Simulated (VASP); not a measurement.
# Al (Fm-3m) in VASP: further runs

Runs on Al. Level: r2SCAN. Tasks: single point.

All numbers are computed with VASP 6.6.1; they aren't measurements. Logs are shortened: lines on timing, memory, paths and dates and some standing lists are left out, and cuts for length are marked.

**1. The cell of the first run**

It takes space group Fm-3m (No. 225, cubic). Conventional cell: a = 4.050 Å, b = 4.050 Å, c = 4.050 Å, α = 90.00°, β = 90.00°, γ = 90.00°. Al (site symmetry m-3m) has 12 Al at 2.86 Å within 3.8 Å.

**2. Single point, r2SCAN**

The input, POSCAR:

```
Al
1.0
    0.0000000000      2.0248050000      2.0248050000
    2.0248050000      0.0000000000      2.0248050000
    2.0248050000      2.0248050000      0.0000000000
Al
1
Direct
    0.0000000000      0.0000000000      0.0000000000
```

The input, INCAR.step1:

```
PREC = Accurate
ENCUT = 520
ISMEAR = 0
SIGMA = 0.1
LREAL = F
LASPH = T
NELM = 100
NBANDS = 8
GGA = PE
ALGO = Normal
EDIFF = 1E-4
LWAVE = T
LCHARG = F
```

The input, INCAR.step2:

```
PREC = Accurate
ENCUT = 520
EDIFF = 1E-6
ISMEAR = 0
SIGMA = 0.1
LREAL = F
LASPH = T
NELM = 100
ALGO = Normal
ISIF = 2
LWAVE = F
LCHARG = F
METAGGA = R2SCAN
LMIXTAU = T
NBANDS = 8
ISTART = 1
```

The input, KPOINTS:

```
Automatic mesh
0
Gamma
  8 8 8
```

Potentials or basis: VASP PAW PBE potentials, release 64 (Al).

On the command line:

```sh
> cat potpaw_PBE.64/Al/POTCAR > POTCAR
> cp INCAR.step1 INCAR
> mpirun -np 1 vasp_std > vasp.out
> cp INCAR.step2 INCAR
> mpirun -np 1 vasp_std > vasp.out
```

OUTCAR:

```text
PREC = Accurate
   ENCUT = 520
   EDIFF = 1E-6
   ISMEAR = 0
   LREAL = F
   LASPH = T
   NELM = 100
   ISIF = 2
   METAGGA = R2SCAN
   ISTART = 1

 ion  position               nearest neighbor table
   1  0.000  0.000  0.000-

  LATTYP: Found a face centered cubic cell.
 ALAT       =     4.0496100000

  Lattice vectors:

 A1 = (   0.0000000000,   2.0248050000,   2.0248050000)
 A2 = (   2.0248050000,   0.0000000000,   2.0248050000)
 A3 = (   2.0248050000,   2.0248050000,   0.0000000000)

Analysis of symmetry for initial positions (statically):
=====================================================================
 Subroutine PRICEL returns:
 Original cell was already a primitive cell.

 Routine SETGRP: Setting up the symmetry group for a
 face centered cubic supercell.

 Subroutine GETGRP returns: Found 48 space group operations
 (whereof 48 operations were pure point group operations)
 out of a pool of 48 trial point group operations.

The static configuration has the point symmetry O_h .

Analysis of symmetry for dynamics (positions and initial velocities):
=====================================================================
 Subroutine PRICEL returns:
 Original cell was already a primitive cell.

 Routine SETGRP: Setting up the symmetry group for a
 face centered cubic supercell.

 Subroutine GETGRP returns: Found 48 space group operations
 (whereof 48 operations were pure point group operations)
 out of a pool of 48 trial point group operations.

The dynamic configuration has the point symmetry O_h .

 Subroutine INISYM returns: Found 48 space group operations
 (whereof 48 operations are pure point group operations),
 and found     1 'primitive' translations

----------------------------------------------------------------------------------------

                                     Primitive cell

  volume of cell :      16.6027

  direct lattice vectors                    reciprocal lattice vectors
     0.000000000  2.024805000  2.024805000    -0.246937359  0.246937359  0.246937359
     2.024805000  0.000000000  2.024805000     0.246937359 -0.246937359  0.246937359
     2.024805000  2.024805000  0.000000000     0.246937359  0.246937359 -0.246937359

  length of vectors
     2.863506692  2.863506692  2.863506692     0.427708053  0.427708053  0.427708053

  position of ions in fractional coordinates (direct lattice)
     0.000000000  0.000000000  0.000000000

  ion indices of the primitive-cell ions
   primitive index   ion index
                 1           1

----------------------------------------------------------------------------------------

 KPOINTS: Automatic mesh

Automatic generation of k-mesh.
 Grid dimensions read from file:
 generate k-points for:    8    8    8

 Generating k-lattice:

  Cartesian coordinates                     Fractional coordinates (reciprocal lattice)
    -0.030867170  0.030867170  0.030867170     0.125000000  0.000000000  0.000000000
     0.030867170 -0.030867170  0.030867170     0.000000000  0.125000000  0.000000000
     0.030867170  0.030867170 -0.030867170     0.000000000  0.000000000  0.125000000

  Length of vectors
     0.053463507  0.053463507  0.053463507

  Shift w.r.t. Gamma in fractional coordinates (k-lattice)
     0.000000000  0.000000000  0.000000000

 Subroutine IBZKPT returns following result:
 ===========================================

 Found     29 irreducible k-points:

 Following reciprocal coordinates:
            Coordinates               Weight
  0.000000  0.000000  0.000000      1.000000
  0.125000  0.000000  0.000000      8.000000
  0.250000  0.000000  0.000000      8.000000
  0.375000  0.000000  0.000000      8.000000
  0.500000  0.000000  0.000000      4.000000
  0.125000  0.125000  0.000000      6.000000
[... 16 lines left out ...]
  0.500000  0.250000  0.125000     48.000000
 -0.375000  0.250000  0.125000     24.000000
 [... further k-points ...]
   k-points           NKPTS =     29   k-points in BZ     NKDIM =     29   number of bands    NBANDS=      8
   number of dos      NEDOS =    301   number of ions     NIONS =      1
   total plane-waves  NPLWV =  13824
   dimension x,y,z NGX =    24 NGY =   24 NGZ =   24
   dimension x,y,z NGXF=    48 NGYF=   48 NGZF=   48
   ions per type =               1
   NGX,Y,Z   is equivalent  to a cutoff of  13.93, 13.93, 13.93 a.u.
   NGXF,Y,Z  is equivalent  to a cutoff of  27.87, 27.87, 27.87 a.u.
 SYSTEM =  unknown system
   PREC   = accura    normal or accurate (medium, high low for compatibility)
   ISTART =      1    job   : 0-new  1-cont  2-samecut
   ICHARG =      0    charge: 1-file 2-atom 10-const
   ISPIN  =      1    spin polarized calculation?
   LNONCOLLINEAR =      F non collinear calculations
   LSORBIT =      F    spin-orbit coupling
   LASPH  =      T    aspherical Exc in radial PAW
   ENCUT  =  520.0 eV  38.22 Ry    6.18 a.u.   5.32  5.32  5.32*2*pi/ulx,y,z
   NELM   =    100;   NELMIN=  2; NELMDL=  0     # of ELM steps
   EDIFF  = 0.1E-05   stopping-criterion for ELM
   LREAL  =      F    real-space projection
   EDIFFG = 0.1E-04   stopping-criterion for IOM
   NSW    =      0    number of steps for IOM
   IBRION =     -1    ionic relax: 0-MD 1-quasi-New 2-CG
   NFREE  =      0    steps in history (QN), initial steepest desc. (CG)
   ISIF   =      2    stress and relaxation
   ISYM   =      2    0-nonsym 1-usesym 2-fastsym
   POTIM  = 0.5000    time-step for ionic-motion
   TEBEG  =    0.0;   TEEND  =   0.0 temperature during run
   PSTRESS=    0.0 pullay stress
   NELECT =       3.0000    total number of electrons
   NUPDOWN=      -1.0000    fix difference up-down
   EMIN   =  10.00;   EMAX   =-10.00  energy-range for DOS
   EFERMI =   0.00;   METHOD = LEGACY
   ISMEAR =     0;   SIGMA  =   0.10  broadening in eV -4-tet -1-fermi 0-gaus
   EFERMI_NEDOS =   21; number of points for ismear=-14 and -15
   IALGO  =     38    algorithm
   IMIX   =      4    mixing-type and parameters
     AMIX     =   0.40;   BMIX     =  1.00
     AMIX_MAG =   1.60;   BMIX_MAG =  1.00
  volume/ion in A,a.u.               =      16.60       112.04
  Fermi-wavevector in a.u.,A,eV,Ry     =   0.925526  1.748991 11.654733  0.856599
  Thomas-Fermi vector in A             =   2.051390
   LORBIT       =      0    0 simple, 1 ext, 2 COOP (PROOUT), +10 PAW based schemes
   METAGGA = R2SCAN    functional components
   LHFCALC =     F    Hartree Fock is set to
   AEXX    =    0.0000 exact exchange contribution
   IVDW    =     0    specifies the selected vdW correction
   LEPSILON=     F    determine dielectric tensor
   LRPA    =     F    only Hartree local field effects (RPA)
 non-spin polarized calculation
 Gauss-broadening in eV      SIGMA  =   0.10
  energy-cutoff  :      520.00
  volume of cell :       16.60
 maximum number of plane-waves:       459
 NGX is ok and might be reduce to    24
   NGX = 11   NGY = 11   NGZ = 11

 number of electron       3.0000000 magnetization

 Free energy of the ion-electron system (eV)
  ---------------------------------------------------
  ext. energy  EPLUGINS =         0.00000000
  ---------------------------------------------------
  free energy    TOTEN  =        -6.72279904 eV

  energy without entropy =       -6.72001064  energy(sigma->0) =       -6.72140484

 E-fermi :   7.9969     XC(G=0): -10.8817

 val. band max:        7.6716233752   @ k =  -0.3750   0.3750   0.0000
 cond. band min:       8.0046288177   @ k =  -0.2500   0.5000   0.2500
 fundamental gap:      0.3330054425
 Fermi energy:         7.9969019281

 k-point     1 :       0.0000    0.0000    0.0000
  band No.  band energies     occupation
      1      -3.8409      2.00000
      2      21.2397      0.00000
      3      21.2397      0.00000
      4      21.2397      0.00000
      5      23.0859      0.00000
      6      23.0859      0.00000
      7      23.0859      0.00000
      8      25.2722      0.00000

 k-point     2 :       0.1250    0.0000    0.0000
  band No.  band energies     occupation
      1      -3.3915      2.00000
      2      16.7556      0.00000
      3      20.3216      0.00000
      4      20.3216      0.00000
      5      23.6061      0.00000
      6      24.6572      0.00000
      7      24.6572      0.00000
      8      26.6090      0.00000

 k-point     3 :       0.2500    0.0000    0.0000
  band No.  band energies     occupation
      1      -2.0516      2.00000
      2      11.5994      0.00000
      3      19.5336      0.00000
      4      19.5336      0.00000
      5      23.2068      0.00000
      6      23.6202      0.00000
      7      23.6202      0.00000
      8      27.8724      0.00000

 k-point     4 :       0.3750    0.0000    0.0000
  band No.  band energies     occupation
      1       0.1542      2.00000
      2       7.0433      2.00000
      3      19.4408      0.00000
      4      19.4408      0.00000
      5      21.5089      0.00000
      6      21.5089      0.00000
      7      23.2689      0.00000
      8      25.6980      0.00000

 k-point     5 :       0.5000    0.0000    0.0000
  band No.  band energies     occupation
      1       2.9817      2.00000
      2       3.4269      2.00000
      3      20.0018      0.00000
      4      20.0018      0.00000
      5      20.1968      0.00000
      6      20.1968      0.00000
      7      23.8869      0.00000
      8      24.3222      0.00000
[... 177 lines left out ...]
 k-point    22 :       0.3750    0.2500    0.1250
  band No.  band energies     occupation
      1      -0.8712      2.00000
      2      11.9922      0.00000
      3      13.5844      0.00000
      4      17.3023      0.00000
      5      20.7787      0.00000
      6      22.8556      0.00000
      7      25.9295      0.00000
      8      29.4613      0.00000

 k-point    23 :       0.5000    0.2500    0.1250
  band No.  band energies     occupation
      1       1.3147      2.00000
      2       8.0922      0.17754
      3      12.8233      0.00000
      4      15.0577      0.00000
      5      21.5078      0.00000
      6      23.7398      0.00000
      7      26.0240      0.00000
      8      30.1906      0.00000

 k-point    24 :      -0.3750    0.2500    0.1250
  band No.  band energies     occupation
      1       4.0977      2.00000
      2       4.5671      2.00000
      3      13.1558      0.00000
      4      13.8755      0.00000
      5      22.1147      0.00000
      6      22.4966      0.00000
      7      29.5437      0.00000
      8      29.8063      0.00000

 [... further k-points ...]

------------------------ aborting loop because EDIFF is reached ----------------------------------------

  FORCE on cell =-STRESS in cart. coord.  units (eV):
  Direction    XX          YY          ZZ          XY          YZ          ZX
  --------------------------------------------------------------------------------------
  -------------------------------------------------------------------------------------
  Total       -0.3663562     -0.3663562     -0.3663562     -0.0000000     -0.0000000     -0.0000000
  in kB      -35.3536719    -35.3536719    -35.3536719     -0.0000000     -0.0000000     -0.0000000
  external PRESSURE =     -35.3536719 kB  Pullay stress =       0.0000000 kB

 VOLUME and BASIS-vectors are now :
 -----------------------------------------------------------------------------
  energy-cutoff  :      520.00
  volume of cell :       16.60
      direct lattice vectors                 reciprocal lattice vectors
     0.000000000  2.024805000  2.024805000    -0.246937359  0.246937359  0.246937359
     2.024805000  0.000000000  2.024805000     0.246937359 -0.246937359  0.246937359
     2.024805000  2.024805000  0.000000000     0.246937359  0.246937359 -0.246937359

 POSITION                                       TOTAL-FORCE (eV/Angst)
 -----------------------------------------------------------------------------------
      0.00000      0.00000      0.00000         0.000000     -0.000000     -0.000000
 -----------------------------------------------------------------------------------
    total drift:                               -0.000000      0.000000      0.000000

  FREE ENERGIE OF THE ION-ELECTRON SYSTEM (eV)
  ---------------------------------------------------
  free  energy   TOTEN  =        -6.7227990427 eV

  energy  without entropy=       -6.7200106449  energy(sigma->0) =       -6.72140484
```

Run time: 6.1 s. Hardware: 1 thread of Intel Xeon 6975P-C (Granite Rapids), shared host; peak memory 0.13 GiB.

What came out:

```yaml
Free_energy: -6.7228 eV
Pressure: -3.5 GPa
```

Caveat: the PAW data sets were made with another functional, which shifts forces and pressure a little.

**3. Single point, r2SCAN (volume scaled by 0.88)**

The input, POSCAR:

```
Al
1.0
    0.0000000000      1.9127377432      1.9127377432
    1.9127377432      0.0000000000      1.9127377432
    1.9127377432      1.9127377432      0.0000000000
Al
1
Direct
    0.0000000000      0.0000000000      0.0000000000
```

The input, INCAR.step1:

```
SYSTEM = Al
PREC = Accurate
ENCUT = 520
ISMEAR = 0
SIGMA = 0.1
LREAL = .False.
LASPH = .True.
NELM = 80
NBANDS = 8
GGA = PE
ALGO = Normal
EDIFF = 1E-4
LWAVE = .True.
LCHARG = .False.
```

The input, INCAR.step2:

```
SYSTEM = Al
PREC = Accurate
ENCUT = 520
EDIFF = 1E-6
ISMEAR = 0
SIGMA = 0.1
LREAL = .False.
LASPH = .True.
NELM = 80
ALGO = Normal
ISIF = 2
LWAVE = .False.
LCHARG = .False.
METAGGA = R2SCAN
LMIXTAU = .True.
NBANDS = 8
ISTART = 1
```

The input, KPOINTS:

```
regular mesh
0
Gamma
  18 18 18
  0 0 0
```

Potentials or basis: VASP PAW PBE potentials, release 64 (Al).

On the command line:

```sh
> cat potpaw_PBE.64/Al/POTCAR > POTCAR
> cp INCAR.step1 INCAR
> mpirun -np 1 vasp_std > vasp.out
> cp INCAR.step2 INCAR
> mpirun -np 1 vasp_std > vasp.out
```

It took 24 s on 1 thread of Intel Xeon 6975P-C (Granite Rapids), shared host; peak memory 0.13 GiB.

The run converged. Its results:

```
Free energy : -6.6585 eV
Pressure    : 15.2 GPa
```

Levels at points of the mesh, in eV from the Fermi level:
```tsv
k point	band 1	band 2	band 3	band 4	band 5
(0.00, 0.00, 0.00)	-13.05	14.30	14.30	14.30	17.63
(0.50, 0.00, 0.00)	-5.69	-4.77	12.90	12.90	14.30
(0.50, 0.50, 0.00)	-3.55	-1.77	5.49	6.88	6.88
```

Caveat: the PAW data sets were made with another functional, which shifts forces and pressure a little.

[end of part 1 of 2]
